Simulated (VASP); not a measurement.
# Al9O in VASP: further runs

The runs below take Al9O through relaxation of the atoms, with PBE.

Everything below comes from runs of VASP 6.6.1. Logs are shortened: lines on timing, memory, paths and dates and some standing lists are left out, and cuts for length are marked.

### 1 The cell of the first run

The cell holds a slab with vacuum, 10 atoms: a = 2.854 Å, b = 9.806 Å, c = 20.290 Å, α = 90.00°, β = 90.00°, γ = 98.37°.

### 2 Relaxation of the atoms, PBE

Contents of INCAR:

```
SYSTEM = Al9O
PREC = Accurate ; ENCUT = 520
EDIFF = 1E-7 ; ISMEAR = 0
SIGMA = 0.1 ; LREAL = .FALSE.
LASPH = .TRUE. ; NELM = 120
ALGO = Normal ; ISIF = 2
LWAVE = .FALSE. ; LCHARG = .FALSE.
LDIPOL = .TRUE. ; IDIPOL = 3
DIPOL = 0.5 0.5 0.331 ; GGA = PE
IBRION = 2 ; NSW = 36
EDIFFG = -0.025 ; GGA_COMPAT = .FALSE.
NELMIN = 4 ; NELMDL = -8
```

Contents of KPOINTS:

```
Automatic mesh
0
G
  9 3 1
  0 0 0
```

Contents of POSCAR:

```
Al9O
1.0
    2.8535431553      0.0000000000      0.0000000000
   -1.4267715776      9.7014842380      0.0000000000
    0.0000000000      0.0000000000     20.2903703519
Al O
9 1
Selective dynamics
Direct
    0.5324432082      0.0648864163      0.1971378506  F F F
    0.6709612116      0.3419224231      0.2462112388  F F F
    0.2986648122      0.5973296244      0.2560259164  F F F
    0.9263684129      0.8527368258      0.2658405940  F F F
    0.0639544186      0.1277109169      0.3154271774  F F F
    0.1995835202      0.4042231294      0.3707799915  F F F
    0.8288001075      0.6596656514      0.3785021758  F F F
    0.4526153831      0.9110819252      0.3874246337  F F F
    0.5924854486      0.1814072004      0.4332286794  F F F
    0.8424854486      0.6814072004      0.4581859129  F F T
```

Potentials or basis: VASP PAW PBE potentials, release 64 (Al, O).

On the command line:

```sh
$ cat potpaw_PBE.64/Al/POTCAR potpaw_PBE.64/O/POTCAR > POTCAR
$ mpirun -np 1 vasp_std > vasp.out
```

OUTCAR:

```text
SYSTEM = Al9O
   PREC = Accurate
   ENCUT = 520
   EDIFF = 1E-7
   ISMEAR = 0
   LREAL = .FALSE.
   LASPH = .TRUE.
   NELM = 120
   ISIF = 2
   GGA = PE
   IBRION = 2
   NSW = 36
   EDIFFG = -0.025
   NELMIN = 4
   NELMDL = -8

 ion  position               nearest neighbor table
   1  0.532  0.065  0.197-   5 2.86   5 2.86   4 2.87   4 2.87   2 2.87
   2  0.671  0.342  0.246-   3 2.87   3 2.87   1 2.87   5 2.89   5 2.89   6 2.96   6 2.97
   3  0.299  0.597  0.256-   2 2.87   2 2.87   4 2.87   4 2.87   7 2.93   7 2.93   6 2.99
   4  0.926  0.853  0.266-   5 2.85   1 2.87   1 2.87   3 2.87   3 2.87   8 2.90   8 2.91   7 2.96

   5  0.064  0.128  0.315-   9 2.83   9 2.83   4 2.85   1 2.86   1 2.86   2 2.89   2 2.89   6 2.91
                             8 2.93   8 2.93
   6  0.200  0.404  0.371-   7 2.86   7 2.87   9 2.88   9 2.89   5 2.91   2 2.96   2 2.97   3 2.99

   7  0.829  0.660  0.379-  10 1.63   8 2.83   8 2.83   6 2.86   6 2.87   3 2.93   3 2.93   4 2.96

   8  0.453  0.911  0.387-   9 2.78   7 2.83   7 2.83   4 2.90   4 2.91   5 2.93   5 2.93
   9  0.592  0.181  0.433-   8 2.78   5 2.83   5 2.83   6 2.88   6 2.89
  10  0.842  0.681  0.458-   7 1.63

  LATTYP: Found a base centered orthorhombic cell.
 ALAT       =     2.8535431553
 B/A-ratio  =     6.7996057603
 C/A-ratio  =     7.1105882223

  Lattice vectors:

 A1 = (   1.4267715776,  -9.7014842380,   0.0000000000)
 A2 = (   1.4267715777,   9.7014842380,   0.0000000000)
 A3 = (   0.0000000000,   0.0000000000,  20.2903703519)

Analysis of symmetry for initial positions (statically):
=====================================================================
 Subroutine PRICEL returns:
 Original cell was already a primitive cell.

 Routine SETGRP: Setting up the symmetry group for a
 base centered orthorhombic supercell.

 Subroutine GETGRP returns: Found  1 space group operations
 (whereof  1 operations were pure point group operations)
 out of a pool of  8 trial point group operations.

The static configuration has the point symmetry C_1 .

Analysis of symmetry for dynamics (positions and initial velocities):
=====================================================================
 Subroutine PRICEL returns:
 Original cell was already a primitive cell.

 Routine SETGRP: Setting up the symmetry group for a
 base centered orthorhombic supercell.

 Subroutine GETGRP returns: Found  1 space group operations
 (whereof  1 operations were pure point group operations)
 out of a pool of  8 trial point group operations.

The dynamic configuration has the point symmetry C_1 .

Analysis of constrained symmetry for selective dynamics:
=====================================================================
 Subroutine PRICEL returns:
 Original cell was already a primitive cell.

 Routine SETGRP: Setting up the symmetry group for a
 base centered orthorhombic supercell.

 Subroutine GETGRP returns: Found  1 space group operations
 (whereof  1 operations were pure point group operations)
 out of a pool of  8 trial point group operations.

The constrained configuration has the point symmetry C_1 .

 Subroutine INISYM returns: Found  1 space group operations
 (whereof  1 operations are pure point group operations),
 and found     1 'primitive' translations

----------------------------------------------------------------------------------------

                                     Primitive cell

  volume of cell :     561.7106

  direct lattice vectors                    reciprocal lattice vectors
     2.853543155  0.000000000  0.000000000     0.350441520  0.051538506  0.000000000
    -1.426771578  9.701484238  0.000000000     0.000000000  0.103077011  0.000000000
     0.000000000  0.000000000 20.290370352     0.000000000  0.000000000  0.049284463

  length of vectors
     2.853543155  9.805838748 20.290370352     0.354211062  0.103077011  0.049284463

  position of ions in fractional coordinates (direct lattice)
     0.532443208  0.064886416  0.197137851
     0.670961212  0.341922423  0.246211239
     0.298664812  0.597329624  0.256025916
     0.926368413  0.852736826  0.265840594
     0.063954419  0.127710917  0.315427177
     0.199583520  0.404223129  0.370779992
     0.828800108  0.659665651  0.378502176
     0.452615383  0.911081925  0.387424634
     0.592485449  0.181407200  0.433228679
     0.842485449  0.681407200  0.458185913

  ion indices of the primitive-cell ions
   primitive index   ion index
                 1           1
                 2           2
                 3           3
[... 28 lines left out ...]

 -----------------------------------------------------------------------------
|                                                                             |
|           W    W    AA    RRRRR   N    N  II  N    N   GGGG   !!!           |
|           W    W   A  A   R    R  NN   N  II  NN   N  G    G  !!!           |
|           W    W  A    A  R    R  N N  N  II  N N  N  G       !!!           |
|           W WW W  AAAAAA  RRRRR   N  N N  II  N  N N  G  GGG   !            |
|           WW  WW  A    A  R   R   N   NN  II  N   NN  G    G                |
|           W    W  A    A  R    R  N    N  II  N    N   GGGG   !!!           |
|                                                                             |
|     Your reciprocal lattice and k-lattice belong to different lattice       |
|     classes:                                                                |
|                                                                             |
|        The reciprocal lattice is base centered orthorhombic,                |
|        whereas your k-lattice is simple monoclinic.                         |
|                                                                             |
|     Results are often still useful ...                                      |
|                                                                             |
 -----------------------------------------------------------------------------

 WARNING: IBZKPT: internal override: KBLOWUP is changed to .FALSE.
      ... skipping the blow-up phase ...

 Subroutine IBZKPT returns following result:
 ===========================================

 Found     14 irreducible k-points:

 Following reciprocal coordinates:
            Coordinates               Weight
  0.000000  0.000000  0.000000      1.000000
  0.111111 -0.000000  0.000000      2.000000
  0.222222 -0.000000  0.000000      2.000000
  0.333333 -0.000000  0.000000      2.000000
  0.444444 -0.000000  0.000000      2.000000
  0.000000  0.333333  0.000000      2.000000
  0.111111  0.333333  0.000000      2.000000
  0.222222  0.333333  0.000000      2.000000
  0.333333  0.333333  0.000000      2.000000
  0.444444  0.333333  0.000000      2.000000
 -0.444444  0.333333  0.000000      2.000000
 -0.333333  0.333333  0.000000      2.000000
 -0.222222  0.333333  0.000000      2.000000
 -0.111111  0.333333  0.000000      2.000000
   k-points           NKPTS =     14   k-points in BZ     NKDIM =     14   number of bands    NBANDS=     22
   number of dos      NEDOS =    301   number of ions     NIONS =     10
   total plane-waves  NPLWV = 307200
   dimension x,y,z NGX =    24 NGY =   80 NGZ =  160
   dimension x,y,z NGXF=    48 NGYF=  160 NGZF=  320
   ions per type =               9   1
   NGX,Y,Z   is equivalent  to a cutoff of  13.98, 13.56, 13.11 a.u.
   NGXF,Y,Z  is equivalent  to a cutoff of  27.96, 27.13, 26.22 a.u.
 SYSTEM =  Al9O
   PREC   = accura    normal or accurate (medium, high low for compatibility)
   ISTART =      0    job   : 0-new  1-cont  2-samecut
   ICHARG =      2    charge: 1-file 2-atom 10-const
   ISPIN  =      1    spin polarized calculation?
   LNONCOLLINEAR =      F non collinear calculations
   LSORBIT =      F    spin-orbit coupling
   LASPH  =      T    aspherical Exc in radial PAW
   ENCUT  =  520.0 eV  38.22 Ry    6.18 a.u.   5.31 18.23 37.73*2*pi/ulx,y,z
   NELM   =    120;   NELMIN=  4; NELMDL= -8     # of ELM steps
   EDIFF  = 0.1E-06   stopping-criterion for ELM
   LREAL  =      F    real-space projection
   EDIFFG = -.3E-01   stopping-criterion for IOM
   NSW    =     36    number of steps for IOM
   IBRION =      2    ionic relax: 0-MD 1-quasi-New 2-CG
   NFREE  =      1    steps in history (QN), initial steepest desc. (CG)
   ISIF   =      2    stress and relaxation
   ISYM   =      2    0-nonsym 1-usesym 2-fastsym
   POTIM  = 0.5000    time-step for ionic-motion
   TEBEG  =    0.0;   TEEND  =   0.0 temperature during run
   PSTRESS=    0.0 pullay stress
   NELECT =      33.0000    total number of electrons
   NUPDOWN=      -1.0000    fix difference up-down
   EMIN   =  10.00;   EMAX   =-10.00  energy-range for DOS
   EFERMI =   0.00;   METHOD = LEGACY
   ISMEAR =     0;   SIGMA  =   0.10  broadening in eV -4-tet -1-fermi 0-gaus
   EFERMI_NEDOS =   21; number of points for ismear=-14 and -15
   IALGO  =     38    algorithm
   IMIX   =      4    mixing-type and parameters
     AMIX     =   0.40;   BMIX     =  1.00
     AMIX_MAG =   1.60;   BMIX_MAG =  1.00
  volume/ion in A,a.u.               =      56.17       379.06
  Fermi-wavevector in a.u.,A,eV,Ry     =   0.636417  1.202654  5.510726  0.405027
  Thomas-Fermi vector in A             =   1.701081
   LORBIT       =      0    0 simple, 1 ext, 2 COOP (PROOUT), +10 PAW based schemes
   GGA     = PE    functional components
   LHFCALC =     F    Hartree Fock is set to
   AEXX    =    0.0000 exact exchange contribution
   IVDW    =     0    specifies the selected vdW correction
   LEPSILON=     F    determine dielectric tensor
   LRPA    =     F    only Hartree local field effects (RPA)
 conjugate gradient relaxation of ions
 non-spin polarized calculation
 Gauss-broadening in eV      SIGMA  =   0.10
  energy-cutoff  :      520.00
  volume of cell :      561.71
 maximum number of plane-waves:     15170
 NGX is ok and might be reduce to    24
   NGX = 11   NGY = 37   NGZ = 75

 dipolmoment           0.000000      0.000000     -0.003483 electrons x Angstroem

--------------------------------------- Ionic step        1  -------------------------------------------

 number of electron      32.9999995 magnetization

 Free energy of the ion-electron system (eV)
  ---------------------------------------------------
  ext. energy  EPLUGINS =         0.00000000
  ---------------------------------------------------
  free energy    TOTEN  =       -36.60644883 eV

  energy without entropy =      -36.58076380  energy(sigma->0) =      -36.59360631

------------------------ aborting loop because EDIFF is reached ----------------------------------------

  FORCE on cell =-STRESS in cart. coord.  units (eV):
  Direction    XX          YY          ZZ          XY          YZ          ZX
  --------------------------------------------------------------------------------------
  -------------------------------------------------------------------------------------
  Total       -4.3691547     -5.4943067      1.7279768      1.0339065      1.4151589     -0.0321086
  in kB      -12.4622196    -15.6715114      4.9287397      2.9490304      4.0364837     -0.0915840
  external PRESSURE =      -7.7349971 kB  Pullay stress =       0.0000000 kB
[... 75 lines left out ...]
--------------------------------------- Ionic step        3  -------------------------------------------

 number of electron      32.9999998 magnetization

 dipolmoment           0.000000      0.000000      0.259521 electrons x Angstroem

 Free energy of the ion-electron system (eV)
  ---------------------------------------------------
  ext. energy  EPLUGINS =         0.00000000
  ---------------------------------------------------
  free energy    TOTEN  =       -36.62747042 eV

  energy without entropy =      -36.59965487  energy(sigma->0) =      -36.61356265

 E-fermi :  -1.4198     XC(G=0):  -3.8128

 val. band max:       -1.4706588969   @ k =   0.0000   0.0000   0.0000
 cond. band min:      -1.3855797862   @ k =   0.0000   0.3333   0.0000
 fundamental gap:      0.0850791107
 Fermi energy:        -1.4198465280

 k-point     1 :       0.0000    0.0000    0.0000
  band No.  band energies     occupation
      1     -18.1586      2.00000
      2     -11.4076      2.00000
      3      -9.8120      2.00000
      4      -9.7847      2.00000
      5      -9.0975      2.00000
      6      -7.3104      2.00000
[... 339 lines left out ...]
     21       0.6685      0.00000
     22       1.5289      0.00000

------------------------ aborting loop because EDIFF is reached ----------------------------------------

 vacuum level on the upper side and lower side of the slab       (xc-potential included)         0.756        -0.900

  FORCE on cell =-STRESS in cart. coord.  units (eV):
  Direction    XX          YY          ZZ          XY          YZ          ZX
  --------------------------------------------------------------------------------------
  -------------------------------------------------------------------------------------
  Total       -4.5889317     -5.5110196     -0.1321259      1.0401742      1.1307397     -0.0439065
  in kB      -13.0890938    -15.7191819     -0.3768652      2.9669078      3.2252296     -0.1252353
  external PRESSURE =      -9.7283803 kB  Pullay stress =       0.0000000 kB
[... 25 lines left out ...]
  FREE ENERGIE OF THE ION-ELECTRON SYSTEM (eV)
  ---------------------------------------------------
  free  energy   TOTEN  =       -36.6274704231 eV

  energy  without entropy=      -36.5996548741  energy(sigma->0) =      -36.61356265

 reached required accuracy - stopping structural energy minimisation

 vacuum level on the upper side and lower side of the slab         4.381         2.680
```

It took 9.6 min on 1 thread of Intel Xeon 6975P-C (Granite Rapids), shared host; peak memory 0.77 GiB.

What came out:

| Property | Result |
| --- | --- |
| Free energy | -36.6275 eV |
| Energy gained by relaxing | 2.1 meV/atom |
| Ionic steps | 3 |
| Band gap on the k mesh | zero (an odd number of electrons rules out a gap without spin polarisation) |

The path:
```csv
step,energy change (eV),largest force on free atoms (eV/Å),pressure (GPa)
1,0.0000,1.1600,-0.77
2,-0.0166,0.4777,-1.06
3,-0.0210,0.0014,-0.97
```

Final structure:
```
CELL_PARAMETERS angstrom
2.85354 0.00000 0.00000
-1.42677 9.70148 0.00000
0.00000 0.00000 20.29037
ATOMIC_POSITIONS crystal
Al 0.53244 0.06489 0.19714
Al 0.67096 0.34192 0.24621
Al 0.29866 0.59733 0.25603
Al 0.92637 0.85274 0.26584
Al 0.06395 0.12771 0.31543
Al 0.19958 0.40422 0.37078
Al 0.82880 0.65967 0.37850
Al 0.45262 0.91108 0.38742
Al 0.59249 0.18141 0.43323
O 0.84249 0.68141 0.46004
```

### 3 Relaxation of the atoms, PBE

Contents of INCAR:

```
  PREC = Accurate
  ENCUT = 520
  EDIFF = 1E-7
  ISMEAR = 0
  SIGMA = 0.1
  LREAL = False
  LASPH = True
  NELM = 120
  ALGO = Normal
  ISIF = 2
  LWAVE = False
  LCHARG = False
  LDIPOL = True
  IDIPOL = 3
  DIPOL = 0.5 0.5 0.328
  GGA = PE
  IBRION = 2
  NSW = 36
  EDIFFG = -0.025
  GGA_COMPAT = False
  NELMIN = 4
  NELMDL = -8
```

Contents of KPOINTS:

```
Automatic mesh
0
Gamma
  9 3 1
```

POSCAR, as its differences from that of step 2:

```diff
@@ -18,2 +18,2 @@
     0.5924854486      0.1814072004      0.4332286794  F F F
-    0.8424854486      0.6814072004      0.4581859129  F F T
+    1.3424854486      0.6814072004      0.4256581676  F F T
```

Potentials or basis: VASP PAW PBE potentials, release 64 (Al, O).

On the command line:

```sh
$ cat potpaw_PBE.64/Al/POTCAR potpaw_PBE.64/O/POTCAR > POTCAR
$ mpirun -np 1 vasp_std > vasp.out
```

It took 11 min on 1 thread of Oxide Virtual Turin-like, shared host; peak memory 0.71 GiB.

Results (log left out):

| Property | Result |
| --- | --- |
| Free energy | -39.0991 eV |
| Energy gained by relaxing | 1.6 meV/atom |
| Ionic steps | 3 |
| Band gap on the k mesh | zero (an odd number of electrons rules out a gap without spin polarisation) |

The path:
```csv
step,energy change (eV),largest force on free atoms (eV/Å),pressure (GPa)
1,0.0000,0.6992,-0.58
2,-0.0150,0.1932,-0.72
3,-0.0163,0.0018,-0.77
```

Final structure:
```xyz
10
Lattice="2.8535 0.0000 0.0000 -1.4268 9.7015 0.0000 0.0000 0.0000 20.2904" Properties=species:S:1:pos:R:3 pbc="T T T"
Al    1.4268    0.6295    4.0000
Al    1.4268    3.3172    4.9957
Al    0.0000    5.7950    5.1949
Al    1.4268    8.2728    5.3940
Al    0.0003    1.2390    6.4001
Al   -0.0072    3.9216    7.5233
Al    1.4238    6.3997    7.6799
Al   -0.0083    8.8388    7.8610
Al    1.4319    1.7599    8.7904
O     0.0051    6.6107    8.6838
```

Levels at points of the mesh, in eV from the Fermi level:
| k point | band 14 | band 15 | band 16 | band 17 | band 18 | band 19 |
| --- | --- | --- | --- | --- | --- | --- |
| (0.00, 0.00, 0.00) | -2.06 | -1.63 | -1.21 | -0.17 | 0.60 | 1.32 |

The gap in the log of VASP goes by the Fermi energy; the results here count the filled bands.